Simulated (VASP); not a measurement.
Write the native input for VASP 6.6.1 that does the following.

```yaml
Task: electric field gradients
Functional: LDA
Potentials_or_basis: VASP PAW LDA potentials, release 64 (Pd, Li_sv)
Cutoff: 520 eV
k_mesh: 11 × 11 × 11
Occupations: fermi-dirac, width 0.05 eV
Spin: no spin polarisation
Dipole_correction: no
Further_INCAR_settings: ALGO = Normal; EDIFF = 1e-08; NBANDS = 15
```

The structure of Li2Pd (fluorite type) lies in POSCAR:

```
Li2Pd
1.0
    0.0000000000      2.8982957484      2.8982957484
    2.8982957484      0.0000000000      2.8982957484
    2.8982957484      2.8982957484      0.0000000000
Pd Li
1 2
Direct
    0.0000000000      0.0000000000      0.0000000000
    0.2500000000      0.2500000000      0.2500000000
    0.7500000000      0.7500000000      0.7500000000
```

The input as run:

INCAR

```
PREC     = Accurate       # precision mode
ENCUT    = 520            # plane-wave cutoff, eV
EDIFF    = 1E-8           # SCF threshold, eV
ISMEAR   = -1             # smearing method
SIGMA    = 0.05           # smearing width, eV
LREAL    = F              # projectors in reciprocal space
LASPH    = T              # aspherical terms in the spheres
NELM     = 80             # most SCF steps
ALGO     = Normal         # electronic algorithm
ISIF     = 2              # what is computed and relaxed
LWAVE    = F              # write WAVECAR
LCHARG   = F              # write CHGCAR
LEFG     = T            
NBANDS   = 15             # bands
```

KPOINTS

```
regular mesh
0
Gamma
  11 11 11
```

Potentials or basis: VASP PAW LDA potentials, release 64 (Pd, Li_sv).

Command:

```bash
$ cat potpaw_LDA.64/Pd/POTCAR potpaw_LDA.64/Li_sv/POTCAR > POTCAR
$ mpirun -np 1 vasp_std > vasp.out
```

Results of the run:

```
Band gap on the k mesh : zero (band 8 reaches 2.83 eV, above the bottom of band 9 at 2.52 eV)
```

Caveat: without QUAD_EFG the Cq values of the log hold for a quadrupole moment of 1 mb, not for the nuclei.

Run time: 60 s on 1 thread of Intel(R) Xeon(R) Platinum 8375C CPU @ 2.90GHz (Ice Lake) (shared host), peak memory 0.17 GiB.
